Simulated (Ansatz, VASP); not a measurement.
## Rb in VASP and in Ansatz

File INCAR:

```
SYSTEM = Rb
PREC = Accurate
ENCUT = 520
EDIFF = 1E-6
ISMEAR = -1
SIGMA = 0.05
LREAL = .FALSE.
LASPH = .TRUE.
NELM = 60
ALGO = Normal
ISIF = 2
LWAVE = .FALSE.
LCHARG = .FALSE.
GGA = PE
NBANDS = 16
```

Contents of KPOINTS:

```
Automatic mesh
0
G
  6 6 3
  0 0 0
```

POSCAR

```
Rb
1.0
    2.5549858642     -4.4741550629      0.0000000000
    2.5549858642      4.4741550629      0.0000000000
    0.0000000000      0.0000000000      8.5039514689
Rb
2
Direct
    0.1602887400      0.8397112600      0.7500000000
    0.8397112600      0.1602887400      0.2500000000
```

File input.yaml:

```yaml
crystal:
  lattice:
    - [2.5549858642, -4.4741550629, 0.0]
    - [2.5549858642, 4.4741550629, 0.0]
    - [0.0, 0.0, 8.5039514689]
  atoms:
    - { symbol: Rb, position: [0.16028874, 0.83971126, 0.75] }
    - { symbol: Rb, position: [0.83971126, 0.16028874, 0.25] }
hamiltonian:
  xc: pbe
  pseudopotentials: { kind: paw }
kpoints:
  mp_grid: { grid: [6, 6, 3] }
scf:
  occupations: { method: fermi_dirac, width: 0.05 }
output:
  forces: true
  stress: true
  eigenvalues: true
  write_density: true
  write_potential: true
  elf: true
  volumetric_format: npy
```

Alike in both runs: task single point; functional PBE; k mesh 6 × 6 × 3; occupations fermi-dirac, width 0.05 eV; no spin polarisation.

|  | VASP | Ansatz |
| --- | --- | --- |
| version | VASP 6.6.1 | Ansatz 0.2.0 |
| potentials or method | VASP PAW PBE potentials, release 64 (Rb_sv) | Ansatz PAW |
| plane-wave cutoff (eV) | 520 | 420 |
| valence electrons in the cell | 18 | 18 |

```csv
,VASP,Ansatz,Ansatz less VASP
gap on the k mesh at the Fermi level (eV),none,none,-
pressure (GPa),-0.1,-0.1,0.00
"traceless stress, the component that is largest in VASP (GPa)",-0.06,-0.06,0.000
```

A gap of «none» marks a metal or a gap that the smearing closes.
